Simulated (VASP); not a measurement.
# Sn (Im-3m) in VASP: a series of runs

Sn is run at these levels: PBEsol; tasks: single point, relaxation of cell and atoms.

Everything below comes from runs of VASP 6.6.1. Logs are shortened: lines on timing, memory, paths and dates and some standing lists are left out, and cuts for length are marked.

### Step 1. The cell of the first run

It takes space group Im-3m (No. 229, cubic). Conventional cell: a = 3.735 Å, b = 3.735 Å, c = 3.735 Å, α = 90.00°, β = 90.00°, γ = 90.00°. Within 4.3 Å of Sn (site symmetry m-3m) lie 14 Sn at 3.23 to 3.74 Å.

This isn't the form of Sn at room conditions, which is tetragonal (white tin).

### Step 2. Single point, PBEsol

File INCAR:

```
SYSTEM = Sn
ALGO = Normal
EDIFF = 1E-6
ENCUT = 500
GGA = PS
GGA_COMPAT = .FALSE.
ISIF = 2
ISMEAR = 1
LASPH = .TRUE.
LCHARG = .FALSE.
LREAL = .FALSE.
LWAVE = .FALSE.
NBANDS = 13
NELM = 120
PREC = Accurate
SIGMA = 0.05
```

File KPOINTS:

```
k-points
0
G
  12 12 12
  0 0 0
```

File POSCAR:

```
Sn
1.0
   -1.8675235889      1.8675235889      1.8675235889
    1.8675235889     -1.8675235889      1.8675235889
    1.8675235889      1.8675235889     -1.8675235889
Sn
1
Direct
    0.0000000000      0.0000000000      0.0000000000
```

Potentials or basis: VASP PAW PBE potentials, release 64 (Sn_d).

Started as:

```
> cat potpaw_PBE.64/Sn_d/POTCAR > POTCAR
> mpirun -np 1 vasp_std > vasp.out
```

OUTCAR:

```text
SYSTEM = Sn
   EDIFF = 1E-6
   ENCUT = 500
   GGA = PS
   ISIF = 2
   ISMEAR = 1
   LASPH = .TRUE.
   LREAL = .FALSE.
   NELM = 120
   PREC = Accurate

 ion  position               nearest neighbor table
   1  0.000  0.000  0.000-

  LATTYP: Found a body centered cubic cell.
 ALAT       =     3.7350471778

  Lattice vectors:

 A1 = (  -1.8675235889,   1.8675235889,   1.8675235889)
 A2 = (   1.8675235889,  -1.8675235889,   1.8675235889)
 A3 = (   1.8675235889,   1.8675235889,  -1.8675235889)

Analysis of symmetry for initial positions (statically):
=====================================================================
 Subroutine PRICEL returns:
 Original cell was already a primitive cell.

 Routine SETGRP: Setting up the symmetry group for a
 body centered cubic supercell.

 Subroutine GETGRP returns: Found 48 space group operations
 (whereof 48 operations were pure point group operations)
 out of a pool of 48 trial point group operations.

The static configuration has the point symmetry O_h .

Analysis of symmetry for dynamics (positions and initial velocities):
=====================================================================
 Subroutine PRICEL returns:
 Original cell was already a primitive cell.

 Routine SETGRP: Setting up the symmetry group for a
 body centered cubic supercell.

 Subroutine GETGRP returns: Found 48 space group operations
 (whereof 48 operations were pure point group operations)
 out of a pool of 48 trial point group operations.

The dynamic configuration has the point symmetry O_h .

 Subroutine INISYM returns: Found 48 space group operations
 (whereof 48 operations are pure point group operations),
 and found     1 'primitive' translations

----------------------------------------------------------------------------------------

                                     Primitive cell

  volume of cell :      26.0530

  direct lattice vectors                    reciprocal lattice vectors
    -1.867523589  1.867523589  1.867523589     0.000000000  0.267734235  0.267734235
     1.867523589 -1.867523589  1.867523589     0.267734235  0.000000000  0.267734235
     1.867523589  1.867523589 -1.867523589     0.267734235  0.267734235  0.000000000

  length of vectors
     3.234645740  3.234645740  3.234645740     0.378633387  0.378633387  0.378633387

  position of ions in fractional coordinates (direct lattice)
     0.000000000  0.000000000  0.000000000

  ion indices of the primitive-cell ions
[... 75 lines left out ...]
   LREAL  =      F    real-space projection
   EDIFFG = 0.1E-04   stopping-criterion for IOM
   NSW    =      0    number of steps for IOM
   IBRION =     -1    ionic relax: 0-MD 1-quasi-New 2-CG
   NFREE  =      0    steps in history (QN), initial steepest desc. (CG)
   ISIF   =      2    stress and relaxation
   ISYM   =      2    0-nonsym 1-usesym 2-fastsym
   POTIM  = 0.5000    time-step for ionic-motion
   TEBEG  =    0.0;   TEEND  =   0.0 temperature during run
   PSTRESS=    0.0 pullay stress
   NELECT =      14.0000    total number of electrons
   NUPDOWN=      -1.0000    fix difference up-down
   EMIN   =  10.00;   EMAX   =-10.00  energy-range for DOS
   EFERMI =   0.00;   METHOD = LEGACY
   ISMEAR =     1;   SIGMA  =   0.05  broadening in eV -4-tet -1-fermi 0-gaus
   EFERMI_NEDOS =   21; number of points for ismear=-14 and -15
   IALGO  =     38    algorithm
   IMIX   =      4    mixing-type and parameters
     AMIX     =   0.40;   BMIX     =  1.00
     AMIX_MAG =   1.60;   BMIX_MAG =  1.00
  volume/ion in A,a.u.               =      26.05       175.81
  Fermi-wavevector in a.u.,A,eV,Ry     =   1.330959  2.515148 24.102074  1.771452
  Thomas-Fermi vector in A             =   2.460007
   LORBIT       =      0    0 simple, 1 ext, 2 COOP (PROOUT), +10 PAW based schemes
   GGA     = PS    functional components
   LHFCALC =     F    Hartree Fock is set to
   AEXX    =    0.0000 exact exchange contribution
   IVDW    =     0    specifies the selected vdW correction
   LEPSILON=     F    determine dielectric tensor
   LRPA    =     F    only Hartree local field effects (RPA)
 non-spin polarized calculation
 Methfessel and Paxton  Order N= 1 SIGMA  =   0.05
  energy-cutoff  :      500.00
  volume of cell :       26.05
 maximum number of plane-waves:       682
   NGX = 11   NGY = 11   NGZ = 11

 number of electron      13.9999991 magnetization

 Free energy of the ion-electron system (eV)
  ---------------------------------------------------
  ext. energy  EPLUGINS =         0.00000000
  ---------------------------------------------------
  free energy    TOTEN  =        -4.23412348 eV

  energy without entropy =       -4.23408342  energy(sigma->0) =       -4.23411012

 E-fermi :   8.5330     XC(G=0): -10.7069

 val. band max:        8.5322997352   @ k =   0.1667   0.1667   0.0833
 cond. band min:       8.6041731354   @ k =   0.2500   0.2500   0.1667
 fundamental gap:      0.0718734001
 Fermi energy:         8.5330250116

 k-point     1 :       0.0000    0.0000    0.0000
  band No.  band energies     occupation
      1     -13.0293      2.00000
      2     -13.0293      2.00000
      3     -13.0293      2.00000
      4     -12.8703      2.00000
      5     -12.8703      2.00000
      6      -2.9650      2.00000
      7      16.7981      0.00000
      8      16.7981      0.00000
      9      16.7981      0.00000
     10      20.6589      0.00000
     11      20.6589      0.00000
     12      20.6589      0.00000
     13      21.5209      0.00000
[... 354 lines left out ...]
  band No.  band energies     occupation
      1     -13.0681      2.00000
      2     -12.9988      2.00000
      3     -12.8783      2.00000
      4     -12.8762      2.00000
      5     -12.8015      2.00000
      6       2.2160      2.00000
      7       4.1576      2.00000
      8      10.3599      0.00000
      9      11.8411      0.00000
     10      19.0976      0.00000
     11      19.5144      0.00000
     12      24.2236      0.00000
     13      24.9655      0.00000

 [... further k-points ...]
[... 5 lines left out ...]
  --------------------------------------------------------------------------------------
  -------------------------------------------------------------------------------------
  Total       -0.0109138     -0.0109138     -0.0109138      0.0000000     -0.0000000      0.0000000
  in kB       -0.6711615     -0.6711615     -0.6711615      0.0000000     -0.0000000      0.0000000
  external PRESSURE =      -0.6711615 kB  Pullay stress =       0.0000000 kB

 VOLUME and BASIS-vectors are now :
 -----------------------------------------------------------------------------
  energy-cutoff  :      500.00
  volume of cell :       26.05
      direct lattice vectors                 reciprocal lattice vectors
    -1.867523589  1.867523589  1.867523589     0.000000000  0.267734235  0.267734235
     1.867523589 -1.867523589  1.867523589     0.267734235  0.000000000  0.267734235
     1.867523589  1.867523589 -1.867523589     0.267734235  0.267734235  0.000000000

 POSITION                                       TOTAL-FORCE (eV/Angst)
 -----------------------------------------------------------------------------------
      0.00000      0.00000      0.00000        -0.000000      0.000000     -0.000000
 -----------------------------------------------------------------------------------
    total drift:                                0.000000      0.000000     -0.000000

  FREE ENERGIE OF THE ION-ELECTRON SYSTEM (eV)
  ---------------------------------------------------
  free  energy   TOTEN  =        -4.2341234765 eV

  energy  without entropy=       -4.2340834187  energy(sigma->0) =       -4.23411012
```

Run time: 8.9 s. Hardware: 1 thread of Intel Xeon Platinum 8559C (Emerald Rapids), shared host; peak memory 0.14 GiB.

What came out:

- Free energy: -4.2341 eV
- Pressure: -0.1 GPa
- Band gap on the k mesh: zero (bands 7 and 8 overlap by 10.96 eV)

Caveat: the PAW data sets were made with another functional, which shifts forces and pressure a little; spin-orbit coupling is left out, which moves the levels of the heavy elements.

### Step 3. Relaxation of cell and atoms, PBEsol

This run uses another cell than the first one, of 27.20 Å³/atom.

File INCAR:

```
PREC = Accurate
ENCUT = 500
EDIFF = 1E-7
ISMEAR = 1
SIGMA = 0.05
LREAL = False
LASPH = True
NELM = 120
ALGO = Normal
ISIF = 3
LWAVE = False
LCHARG = False
GGA = PS
IBRION = 2
NSW = 100
EDIFFG = -0.03
GGA_COMPAT = False
NELMIN = 4
```

File KPOINTS:

```
Automatic mesh
0
Gamma
  12 12 12
```

File POSCAR:

```
Sn
1.0
   -1.8946518200      1.8946518200      1.8946518200
    1.8946518200     -1.8946518200      1.8946518200
    1.8946518200      1.8946518200     -1.8946518200
Sn
1
Direct
    0.0000000000      0.0000000000      0.0000000000
```

Potentials or basis: VASP PAW PBE potentials, release 64 (Sn_d).

Started as:

```
> cat potpaw_PBE.64/Sn_d/POTCAR > POTCAR
> mpirun -np 1 vasp_std > vasp.out
```

Wall time 18 s (1 thread of Intel Xeon Platinum 8559C (Emerald Rapids), shared host); peak memory 0.15 GiB.

Results (log left out):

```yaml
Free_energy: -4.2346 eV
Relaxed_volume: 26.00 Å³/atom
Relaxed_cell: a = 3.232 Å, b = 3.232 Å, c = 3.232 Å, α = 109.47°, β = 109.47°, γ = 109.47°
Space_group_after_relaxing_to_0.1_Å: Im-3m (No. 229)
Energy_gained_by_relaxing: 9.5 meV/atom
Ionic_steps: 3
Pressure_after_relaxing: 0.0 GPa
Band_gap_on_the_k_mesh: zero (bands 7 and 8 overlap by 10.98 eV)
```

The path:
```
step  energy change (eV)  largest force (eV/Å)  pressure (GPa)  volume (Å³)
   1              0.0000                0.0000           -2.42        27.20
   2             -0.0084                0.0000            0.90        25.62
   3             -0.0095                0.0000            0.04        26.00
```

Final structure:
```xyz
1
Lattice="-1.8662 1.8662 1.8662 1.8662 -1.8662 1.8662 1.8662 1.8662 -1.8662" Properties=species:S:1:pos:R:3 pbc="T T T"
Sn    0.0000    0.0000    0.0000
```

Levels at points of the mesh, in eV from the Fermi level:
| k point | band 3 | band 4 | band 5 | band 6 | band 7 | band 8 | band 9 | band 10 | band 11 |
| --- | --- | --- | --- | --- | --- | --- | --- | --- | --- |
| (0.00, 0.00, 0.00) | -21.57 | -21.41 | -21.41 | -11.52 | 8.28 | 8.28 | 8.28 | 12.13 | 12.13 |
| (0.50, 0.00, 0.00) | -21.42 | -21.41 | -21.31 | -6.56 | -4.75 | 3.66 | 5.50 | 8.13 | 8.33 |
| (0.50, 0.50, 0.50) | -21.33 | -21.33 | -21.33 | -2.32 | -0.62 | -0.62 | -0.62 | 3.74 | 3.74 |

Caveat: the PAW data sets were made with another functional, which shifts forces and pressure a little; spin-orbit coupling is left out, which moves the levels of the heavy elements.
